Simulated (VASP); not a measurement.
A run of VASP 6.6.1 is set up as follows.

INCAR

```
SYSTEM = Re
PREC = Accurate
ENCUT = 520
EDIFF = 1E-6
ISMEAR = 0
SIGMA = 0.15
LREAL = .FALSE.
LASPH = .TRUE.
NELM = 80
ALGO = Fast
ISIF = 2
LWAVE = .FALSE.
LCHARG = .FALSE.
GGA = PS
NBANDS = 10
```

The input KPOINTS:

```
regular mesh
0
G
  20 20 20
  0 0 0
```

The input POSCAR:

```
Re
1.0
    0.0000000000      1.8861250000      1.9750000000
    2.0638750000      0.0000000000      1.9750000000
    2.0638750000      1.8861250000      0.0000000000
Re
1
Direct
    0.0000000000      0.0000000000      0.0000000000
```

Potentials or basis: VASP PAW PBE potentials, release 64 (Re).

Command:

```console
$ cat potpaw_PBE.64/Re/POTCAR > POTCAR
$ mpirun -np 1 vasp_std > vasp.out
```

(1) What does it give for the pressure?

Answers

(1) -17.6 GPa.

Caveat: the cell differs from its parent crystal (strain +0.0450 x Voigt [1, -1, 0, 0, 0, 0]); the PAW data sets were made with another functional, which shifts forces and pressure a little.
